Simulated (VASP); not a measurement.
# LiBr (Fm-3m) in VASP: single point with PBEsol

Aim: the single point of LiBr with PBEsol.

Program: VASP 6.6.1. These are calculated values, not measurements. Logs are shortened: lines on timing, memory, paths and dates and some standing lists are left out, and cuts for length are marked.

## (1) The cell of the first run

The structure is cubic, space group Fm-3m (No. 225). Conventional cell: a = 5.116 Å, b = 5.116 Å, c = 5.116 Å, α = 90.00°, β = 90.00°, γ = 90.00°. Within 3.4 Å of Li (site symmetry m-3m) lie 6 Br at 2.56 Å. Within 3.4 Å of Br (site symmetry m-3m) lie 6 Li at 2.56 Å.

## (2) Single point, PBEsol, non-collinear spin, zero start, spin-orbit coupling

INCAR reads:

```
ALGO = Normal
EDIFF = 1E-6
ENCUT = 750
GGA = PS
GGA_COMPAT = False
ISIF = 2
ISMEAR = 0
LASPH = True
LCHARG = False
LORBIT = 11
LORBMOM = True
LREAL = False
LSORBIT = True
LWAVE = False
MAGMOM = 0 0 0 0 0 0
NBANDS = 22
NELM = 200
PREC = Accurate
SIGMA = 0.01
```

KPOINTS reads:

```
k-points
0
Gamma
  8 8 8
```

POSCAR reads:

```
LiBr
1.0
    2.5581673004      2.5581673004      0.0000000000
   -2.5581673004      2.5581673004      0.0000000000
    0.0000000000      2.5581673004      2.5581673004
Li Br
1 1
Direct
    0.0000000000      0.0000000000      0.0000000000
    0.5000000000      0.5000000000      0.0000000000
```

Potentials or basis: VASP PAW PBE potentials, release 64 (Li_sv, Br).

On the command line:

```sh
> cat potpaw_PBE.64/Li_sv/POTCAR potpaw_PBE.64/Br/POTCAR > POTCAR
> mpirun -np 1 vasp_ncl > vasp.out
```

OUTCAR:

```text
EDIFF = 1E-6
   ENCUT = 750
   GGA = PS
   ISIF = 2
   ISMEAR = 0
   LASPH = True
   LORBIT = 11
   LREAL = False
   LSORBIT = True
   NELM = 200
   PREC = Accurate

 ion  position               nearest neighbor table
   1  0.000  0.000  0.000-   2 2.56   2 2.56   2 2.56   2 2.56   2 2.56   2 2.56
   2  0.500  0.500  0.000-   1 2.56   1 2.56   1 2.56   1 2.56   1 2.56   1 2.56

  LATTYP: Found a face centered cubic cell.
 ALAT       =     5.1163346008

  Lattice vectors:

 A1 = (   0.0000000000,   2.5581673004,   2.5581673004)
 A2 = (   2.5581673004,   0.0000000000,   2.5581673004)
 A3 = (   2.5581673004,   2.5581673004,   0.0000000000)

Analysis of symmetry for initial positions (statically):
=====================================================================
 Subroutine PRICEL returns:
 Original cell was already a primitive cell.

 Routine SETGRP: Setting up the symmetry group for a
 face centered cubic supercell.

 Subroutine GETGRP returns: Found 48 space group operations
 (whereof 48 operations were pure point group operations)
 out of a pool of 48 trial point group operations.

The static configuration has the point symmetry O_h .

Analysis of symmetry for dynamics (positions and initial velocities):
=====================================================================
 Subroutine PRICEL returns:
 Original cell was already a primitive cell.

 Routine SETGRP: Setting up the symmetry group for a
 face centered cubic supercell.

 Subroutine GETGRP returns: Found 48 space group operations
 (whereof 48 operations were pure point group operations)
 out of a pool of 48 trial point group operations.

The dynamic configuration has the point symmetry O_h .

Analysis of structural, dynamic, and magnetic symmetry:
=====================================================================
 Subroutine PRICEL returns:
 Original cell was already a primitive cell.

 Routine SETGRP: Setting up the symmetry group for a
 face centered cubic supercell.

 Subroutine GETGRP returns: Found 48 space group operations
 (whereof 48 operations were pure point group operations)
 out of a pool of 48 trial point group operations.

The overall configuration has the point symmetry O_h .

 Subroutine INISYM returns: Found 48 space group operations
 (whereof 48 operations are pure point group operations),
 and found     1 'primitive' translations

----------------------------------------------------------------------------------------

                                     Primitive cell

  volume of cell :      33.4824

  direct lattice vectors                    reciprocal lattice vectors
     2.558167300  2.558167300  0.000000000     0.195452424  0.195452424 -0.195452424
    -2.558167300  2.558167300  0.000000000    -0.195452424  0.195452424 -0.195452424
     0.000000000  2.558167300  2.558167300     0.000000000  0.000000000  0.390904848

  length of vectors
     3.617794891  3.617794891  3.617794891     0.338533529  0.338533529  0.390904848

  position of ions in fractional coordinates (direct lattice)
     0.000000000  0.000000000  0.000000000
     0.500000000  0.500000000  0.000000000

  ion indices of the primitive-cell ions
   primitive index   ion index
                 1           1
                 2           2

----------------------------------------------------------------------------------------

 KPOINTS: k-points

Automatic generation of k-mesh.
 Grid dimensions read from file:
 generate k-points for:    8    8    8

 Generating k-lattice:

[... 93 lines left out ...]
  energy-cutoff  :      750.00
  volume of cell :       33.48
 maximum number of plane-waves:      3176
   NGX = 17   NGY = 17   NGZ = 17

 number of electron      10.0000000 magnetization       0.0000000      0.0000000      0.0000000

 number of electron      10.0000002 magnetization       0.0000000     -0.0000000     -0.0000000

 number of electron      10.0000002 magnetization      -0.0000000      0.0000000      0.0000000

 Free energy of the ion-electron system (eV)
  ---------------------------------------------------
  ext. energy  EPLUGINS =         0.00000000
  ---------------------------------------------------
  free energy    TOTEN  =        -6.84371326 eV

  energy without entropy =       -6.84371326  energy(sigma->0) =       -6.84371326

 E-fermi :   2.3580     XC(G=0):  -9.5209

 val. band max:        2.1646652689   @ k =   0.0000   0.0000   0.0000
 cond. band min:       7.5123205469   @ k =   0.5000   0.0000   0.0000
 fundamental gap:      5.3476552781
 Fermi energy:         2.3580191203

 k-point     1 :       0.0000    0.0000    0.0000
  band No.  band energies     occupation
      1     -41.5030      1.00000
      2     -41.5030      1.00000
      3     -12.3793      1.00000
      4     -12.3793      1.00000
      5       1.5953      1.00000
      6       1.5953      1.00000
[... 589 lines left out ...]
     21      17.2346      0.00000
     22      17.2346      0.00000

 [... further k-points ...]

------------------------ aborting loop because EDIFF is reached ----------------------------------------

  FORCE on cell =-STRESS in cart. coord.  units (eV):
  Direction    XX          YY          ZZ          XY          YZ          ZX
  --------------------------------------------------------------------------------------
  -------------------------------------------------------------------------------------
  Total        1.4647701      1.4647701      1.4647701      0.0000000     -0.0000000     -0.0000000
  in kB       70.0911578     70.0911578     70.0911578      0.0000000     -0.0000000     -0.0000000
  external PRESSURE =      70.0911578 kB  Pullay stress =       0.0000000 kB

 VOLUME and BASIS-vectors are now :
 -----------------------------------------------------------------------------
  energy-cutoff  :      750.00
  volume of cell :       33.48
      direct lattice vectors                 reciprocal lattice vectors
     2.558167300  2.558167300  0.000000000     0.195452424  0.195452424 -0.195452424
    -2.558167300  2.558167300  0.000000000    -0.195452424  0.195452424 -0.195452424
     0.000000000  2.558167300  2.558167300     0.000000000  0.000000000  0.390904848

 POSITION                                       TOTAL-FORCE (eV/Angst)
 -----------------------------------------------------------------------------------
      0.00000      0.00000      0.00000         0.000000      0.000000      0.000000
      0.00000      2.55817      0.00000        -0.000000      0.000000      0.000000
 -----------------------------------------------------------------------------------
    total drift:                                0.000000     -0.000000      0.000000

  FREE ENERGIE OF THE ION-ELECTRON SYSTEM (eV)
  ---------------------------------------------------
  free  energy   TOTEN  =        -6.8437132600 eV

  energy  without entropy=       -6.8437132600  energy(sigma->0) =       -6.84371326

 orbital moment (x)

 # of ion     p       d       tot
 ----------------------------------------
  1         0.000   0.000   0.000
  2         0.000   0.000   0.000
 ----------------------------------------
            0.000   0.000   0.000

 orbital moment (y)

 # of ion     p       d       tot
 ----------------------------------------
  1         0.000   0.000   0.000
  2         0.000  -0.000  -0.000
 ----------------------------------------
            0.000  -0.000  -0.000

 orbital moment (z)

 # of ion     p       d       tot
 ----------------------------------------
  1         0.000   0.000   0.000
  2         0.000   0.000   0.000
 ----------------------------------------
            0.000   0.000   0.000

 Spin-Orbit-Coupling matrix elements

 Ion:    1  E_soc:     -0.0000007
 l=   1
     0.0000000    -0.0000001    -0.0000001
    -0.0000001     0.0000000    -0.0000001
    -0.0000001    -0.0000001     0.0000000
 l=   2
     0.0000000     0.0000000     0.0000000     0.0000000     0.0000000
     0.0000000     0.0000000     0.0000000     0.0000000     0.0000000
     0.0000000     0.0000000     0.0000000     0.0000000     0.0000000
     0.0000000     0.0000000     0.0000000     0.0000000     0.0000000
     0.0000000     0.0000000     0.0000000     0.0000000     0.0000000
 l=   3
     0.0000000     0.0000000     0.0000000     0.0000000     0.0000000     0.0000000     0.0000000
     0.0000000     0.0000000     0.0000000     0.0000000     0.0000000     0.0000000     0.0000000
     0.0000000     0.0000000     0.0000000     0.0000000     0.0000000     0.0000000     0.0000000
     0.0000000     0.0000000     0.0000000     0.0000000     0.0000000     0.0000000     0.0000000
     0.0000000     0.0000000     0.0000000     0.0000000     0.0000000     0.0000000     0.0000000
     0.0000000     0.0000000     0.0000000     0.0000000     0.0000000     0.0000000     0.0000000
     0.0000000     0.0000000     0.0000000     0.0000000     0.0000000     0.0000000     0.0000000

 Ion:    2  E_soc:     -0.0495109
 l=   1
     0.0000000    -0.0082492    -0.0082492
    -0.0082492     0.0000000    -0.0082492
    -0.0082492    -0.0082492     0.0000000
 l=   2
     0.0000000    -0.0000006     0.0000000    -0.0000006    -0.0000020
    -0.0000006     0.0000000    -0.0000015    -0.0000006    -0.0000005
     0.0000000    -0.0000015     0.0000000    -0.0000015     0.0000000
    -0.0000006    -0.0000006    -0.0000015     0.0000000    -0.0000005
    -0.0000020    -0.0000005     0.0000000    -0.0000005     0.0000000
 l=   3
     0.0000000     0.0000000     0.0000000     0.0000000     0.0000000     0.0000000     0.0000000
     0.0000000     0.0000000     0.0000000     0.0000000     0.0000000     0.0000000     0.0000000
     0.0000000     0.0000000     0.0000000     0.0000000     0.0000000     0.0000000     0.0000000
     0.0000000     0.0000000     0.0000000     0.0000000     0.0000000     0.0000000     0.0000000
     0.0000000     0.0000000     0.0000000     0.0000000     0.0000000     0.0000000     0.0000000
     0.0000000     0.0000000     0.0000000     0.0000000     0.0000000     0.0000000     0.0000000
     0.0000000     0.0000000     0.0000000     0.0000000     0.0000000     0.0000000     0.0000000

 total charge

# of ion       s       p       d       tot
------------------------------------------
    1        2.016   0.056   0.000   2.071
    2        1.596   3.338   0.011   4.945
--------------------------------------------------
tot          3.612   3.394   0.011   7.017

 magnetization (x)

# of ion       s       p       d       tot
------------------------------------------
    1       -0.000  -0.000   0.000  -0.000
    2        0.000  -0.000   0.000  -0.000
--------------------------------------------------
tot         -0.000  -0.000   0.000  -0.000

 magnetization (y)

# of ion       s       p       d       tot
------------------------------------------
    1        0.000   0.000   0.000   0.000
    2        0.000   0.000  -0.000   0.000
--------------------------------------------------
tot          0.000   0.000  -0.000   0.000

 magnetization (z)

# of ion       s       p       d       tot
------------------------------------------
    1        0.000  -0.000   0.000  -0.000
    2        0.000  -0.000  -0.000  -0.000
--------------------------------------------------
tot          0.000  -0.000  -0.000  -0.000
```

It took 36 s on 1 thread of Intel Xeon 6975P-C (Granite Rapids), shared host; peak memory 0.33 GiB.

Results:

| Quantity | Value |
| --- | --- |
| Free energy | -6.8437 eV |
| Pressure | 7.0 GPa |
| Net moment | 0.00 μB per cell |
| Valence electrons inside the program's atomic spheres | Li 2.07; Br 4.95 |

Moments on the atoms (μB; x, y, z):
```
Li  0.00 0.00 0.00
Br  0.00 0.00 0.00
```

Caveat: the cell stands under pressure; the PAW data sets were made with another functional, which shifts forces and pressure a little.
